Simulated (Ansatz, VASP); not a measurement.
One calculation of SiGe5, two programs

Contents of INCAR:

```
SYSTEM = SiGe5
PREC = Accurate
ENCUT = 600
EDIFF = 1E-7
ISMEAR = 0
SIGMA = 0.1
LREAL = .False.
LASPH = .True.
NELM = 100
ALGO = Normal
ISIF = 3
LWAVE = .False.
LCHARG = .False.
GGA = PE
IBRION = 2
NSW = 90
EDIFFG = -0.04
```

Contents of KPOINTS:

```
regular mesh
0
Gamma
  6 6 4
  0 0 0
```

The input POSCAR:

```
SiGe5
1.0
    4.6164053900      0.0000000000      0.0000000000
   -2.3082026900      3.9979243400      0.0000000000
    0.0000000000      0.0000000000      6.2665430600
Si Ge
1 5
Direct
    0.0000000000      0.0000000000      0.5000000000
    0.6666666700      0.3333333300      0.7959949400
    0.0000000000      0.0000000000      0.0000000000
    0.6666666700      0.3333333300      0.2040050600
    0.3333333300      0.6666666700      0.2040050600
    0.3333333300      0.6666666700      0.7959949400
```

Input for Ansatz:

```yaml
crystal:
  lattice:
    - [4.61640539, 0.0, 0.0]
    - [-2.30820269, 3.99792434, 0.0]
    - [0.0, 0.0, 6.26654306]
  atoms:
    - { symbol: Si, position: [0.0, 0.0, 0.5] }
    - { symbol: Ge, position: [0.66666667, 0.33333333, 0.79599494] }
    - { symbol: Ge, position: [0.0, 0.0, 0.0] }
    - { symbol: Ge, position: [0.66666667, 0.33333333, 0.20400506] }
    - { symbol: Ge, position: [0.33333333, 0.66666667, 0.20400506] }
    - { symbol: Ge, position: [0.33333333, 0.66666667, 0.79599494] }
basis:
  ecutwfc: 420
kpoints:
  mp_grid: { grid: [6, 6, 4] }
hamiltonian:
  xc: pbe
scf:
  occupations: { method: gaussian, width: 0.1 }
  lower_state_search: "off"
output:
  forces: true
  stress: true
  eigenvalues: true
relax:
  adjacent_minimum: "off"
  f_tol: 0.04
  max_steps: 70
  cell: { stress_tol: 0.4 }
```

Change from the starting cell: species swapped into the BaSn5 type (P6/mmm, No. 191).

Alike in both runs: task relaxation of cell and atoms; functional PBE; k mesh 6 × 6 × 4; occupations gaussian, width 0.1 eV; no spin polarisation.

```csv
,VASP,Ansatz
version,VASP 6.6.1,Ansatz 0.2.0
potentials or method,"VASP PAW PBE potentials, release 64 (Si, Ge_d), cutoff 600 eV","scalar-relativistic, plane waves, PAW"
valence electrons in the cell,74,74
```

|  | VASP | Ansatz | Ansatz less VASP |
| --- | --- | --- | --- |
| gap on the k mesh at the Fermi level, each at its own relaxed structure (eV) | none | none | - |
| relaxed volume (Å³/atom) | 18.70 | 18.72 | +0.027 |
| relaxed length of the cell vector where the two differ most in proportion (Å) | 5.642 | 5.622 | -0.0203 |

A gap of «none» marks a metal or a gap that the smearing closes.
